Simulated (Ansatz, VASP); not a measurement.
**One calculation of Pt, two programs**

```
Pt
1.0
     4.53156    0.00000    0.00000
     0.00000    4.53156    0.00000
     0.00000    0.00000    2.75791
Pt
3
Direct
  0.00000 0.50000 0.89386
  0.50000 0.00000 0.89386
  0.00000 0.00000 0.39386
```

Alike in both runs: functional PBE; k mesh 4 × 4 × 6; occupations gaussian, width 0.1 eV; no spin polarisation.

Ansatz relaxed the structure, and its values are those at the end. VASP's run is a single point on that final structure, the one shown.

|  | VASP | Ansatz |
| --- | --- | --- |
| version | VASP 6.6.1 | Ansatz 0.2.0 |
| potentials or method | VASP PAW PBE potentials, release 64 (Pt), cutoff 520 eV | scalar-relativistic, plane waves, PAW |
| valence electrons in the cell | 30 | 54 |

```csv
,VASP,Ansatz,Ansatz less VASP
gap on the k mesh at the Fermi level (eV),none,none,-
pressure (GPa),-0.5,0.0,+0.43
```

A gap of «none» marks a metal or a gap that the smearing closes. VASP's potentials hold 30 valence electrons a cell and Ansatz's 54, so a difference there can come from the potentials and not from the codes.

The k mesh is coarse, so the values compare programs but aren't converged. Neither program's run includes spin-orbit coupling.
